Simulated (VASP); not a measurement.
Input of a VASP 6.6.1 run:

The input POSCAR:

```
Si
1.0
    0.0000000000      2.7185000000      2.7185000000
    2.7185000000      0.0000000000      2.7185000000
    2.7185000000      2.7185000000      0.0000000000
Si
2
Direct
    0.5000000000      0.5000000000      0.5000000000
    0.7500000000      0.7500000000      0.7500000000
```

INCAR.step1

```
ALGO = Normal ; EDIFF = 1E-4
ENCUT = 600 ; GGA = PE
ISMEAR = 0 ; LASPH = True
LCHARG = False ; LREAL = False
LWAVE = True ; NELM = 80
PREC = Accurate ; SIGMA = 0.02
```

The input INCAR.step2:

```
ALGO = Normal ; EDIFF = 1E-7
EDIFFG = -0.002 ; ENCUT = 600
IBRION = 2 ; ISIF = 3
ISMEAR = 0 ; ISTART = 1
LASPH = True ; LCHARG = False
LMIXTAU = True ; LREAL = False
LWAVE = False ; METAGGA = R2SCAN
NELM = 80 ; NSW = 100
PREC = Accurate ; SIGMA = 0.02
```

Contents of KPOINTS:

```
k-points
0
Gamma
  8 8 8
```

Potentials or basis: VASP PAW PBE potentials, release 64 (Si).

Run with:

```sh
$ cat potpaw_PBE.64/Si/POTCAR > POTCAR
$ cp INCAR.step1 INCAR
$ mpirun -np 1 vasp_std > vasp.out
$ cp INCAR.step2 INCAR
$ mpirun -np 1 vasp_std > vasp.out
```

(1) Predict the band gap on the k mesh.

(2) What does it give for the relaxed cell?

(3) Estimate the space group after relaxing (to 0.1 Å).

(4) Predict the relaxed volume.

## Answers

(1) 0.82 eV (least direct gap 2.76 eV).

(2) a = 3.847 Å, b = 3.847 Å, c = 3.847 Å, α = 60.00°, β = 60.00°, γ = 60.00°.

(3) Fd-3m (No. 227).

(4) 20.12 Å³/atom.

Caveat: the PAW data sets were made with another functional, which shifts forces and pressure a little.
